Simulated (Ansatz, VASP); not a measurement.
# Ag in VASP and in Ansatz

Contents of INCAR:

```
PREC = Accurate ; ENCUT = 520
EDIFF = 1E-6 ; ISMEAR = 0
SIGMA = 0.1 ; LREAL = F
LASPH = T ; NELM = 60
ALGO = Normal ; ISIF = 2
LWAVE = F ; LCHARG = T
LDIPOL = T ; IDIPOL = 3
DIPOL = 0.5 0.5 0.425 ; GGA = PE
IVDW = 12 ; LELF = T
LVHAR = T ; LVACPOTAV = T
NBANDS = 78
```

KPOINTS

```
regular mesh
0
Gamma
  4 4 1
```

The input POSCAR:

```
Ag
1.0
    5.7606628201      0.0000000000      0.0000000000
   -2.8803314101      4.9888803449      0.0000000000
    0.0000000000      0.0000000000     24.3850614965
Ag
12
Direct
    0.3333333333      0.1666666667      0.3280697078
    0.3333333333      0.6666666667      0.3280697078
    0.8333333333      0.1666666667      0.3280697078
    0.8333333333      0.6666666667      0.3280697078
    0.6669582848      0.3320119924      0.4247744188
    0.6671301245      0.8334241274      0.4250360907
    0.1654975961      0.3318764971      0.4248367939
    0.1667015787      0.8331752502      0.4252158021
    0.0001722485      0.4996625587      0.5217798802
    0.0013985264     -0.0005376535      0.5224488811
    0.4988757098      0.4967863628      0.5205882432
    0.4995997584     -0.0011967737      0.5220700223
```

Input for Ansatz:

```yaml
crystal:
  lattice:
    - [5.7606628201, 0.0, 0.0]
    - [-2.8803314101, 4.9888803449, 0.0]
    - [0.0, 0.0, 24.3850614965]
  atoms:
    - { symbol: Ag, position: [0.3333333333, 0.1666666667, 0.3280697078] }
    - { symbol: Ag, position: [0.3333333333, 0.6666666667, 0.3280697078] }
    - { symbol: Ag, position: [0.8333333333, 0.1666666667, 0.3280697078] }
    - { symbol: Ag, position: [0.8333333333, 0.6666666667, 0.3280697078] }
    - { symbol: Ag, position: [0.6669582848, 0.3320119924, 0.4247744188] }
    - { symbol: Ag, position: [0.6671301245, 0.8334241274, 0.4250360907] }
    - { symbol: Ag, position: [0.1654975961, 0.3318764971, 0.4248367939] }
    - { symbol: Ag, position: [0.1667015787, 0.8331752502, 0.4252158021] }
    - { symbol: Ag, position: [0.0001722485, 0.4996625587, 0.5217798802] }
    - { symbol: Ag, position: [0.0013985264, -0.0005376535, 0.5224488811] }
    - { symbol: Ag, position: [0.4988757098, 0.4967863628, 0.5205882432] }
    - { symbol: Ag, position: [0.4995997584, -0.0011967737, 0.5220700223] }
basis:
  ecutwfc: 420
kpoints:
  mp_grid: { grid: [4, 4, 1] }
hamiltonian:
  xc: pbe
  dispersion: d3bj
scf:
  occupations: { method: gaussian, width: 0.1 }
output:
  forces: true
  eigenvalues: true
  write_density: true
  volumetric_format: npy
efield:
  axis: 3
  dipole_correction: true
  ramp_width: 0.04
```

Alike in both runs: task single point; functional PBE; dispersion D3(BJ); k mesh 4 × 4 × 1; occupations gaussian, width 0.1 eV; no spin polarisation.

```csv
,VASP,Ansatz
version,VASP 6.6.1,Ansatz 0.2.0
potentials or method,"VASP PAW PBE potentials, release 64 (Ag), cutoff 520 eV","scalar-relativistic, plane waves, PAW"
valence electrons in the cell,132,228
```

|  | VASP | Ansatz | Ansatz less VASP |
| --- | --- | --- | --- |
| gap on the k mesh at the Fermi level (eV) | none | none | - |
| rms of the force components (eV/Å) | 0.025 | 0.026 | +0.0008 |
| work function, face that differs most (eV) | 4.54 | 4.54 | +0.003 |

Atom by atom the forces differ by 0.002 eV/Å (rms over components). A gap of «none» marks a metal or a gap that the smearing closes. VASP's potentials hold 132 valence electrons a cell and Ansatz's 228, so a difference there can come from the potentials and not from the codes.
